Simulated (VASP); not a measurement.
Pt, 1 atom in the cell. It takes space group I4/mmm (No. 139, tetragonal). Conventional cell: a = 2.977 Å, b = 2.977 Å, c = 3.916 Å, α = 90.00°, β = 90.00°, γ = 90.00°. Pt (site symmetry 4/mmm) has 12 Pt at 2.87 to 2.98 Å within 3.8 Å.  This cell differs from its parent crystal: strain +0.0750 x Voigt [1, 1, 0, 0, 0, 0].

| Quantity | Value |
| --- | --- |
| Program | VASP 6.6.1 |
| Task | single point |
| Functional | PBEsol |
| Potentials or basis | VASP PAW PBE potentials, release 64 (Pt) |
| Cutoff | 520 eV |
| k mesh | 20 × 20 × 20 |
| Occupations | gaussian, width 0.15 eV |
| Spin | no spin polarisation |
| Dipole correction | no |
| Further INCAR settings | ALGO = Fast; EDIFF = 1e-07; NBANDS = 11 |

Potentials or basis: VASP PAW PBE potentials, release 64 (Pt).

Command:

```console
$ cat potpaw_PBE.64/Pt/POTCAR > POTCAR
$ mpirun -np 1 vasp_std > vasp.out
```

Hardware: 1 thread of Intel(R) Xeon(R) 6975P-C (Granite Rapids) (shared host).

How long does it take, and how much memory?

Wall time 43 s on 1 thread of Intel(R) Xeon(R) 6975P-C (Granite Rapids), on a shared host, peak memory 0.25 GiB. Counts: scf iterations 13, k points 641.
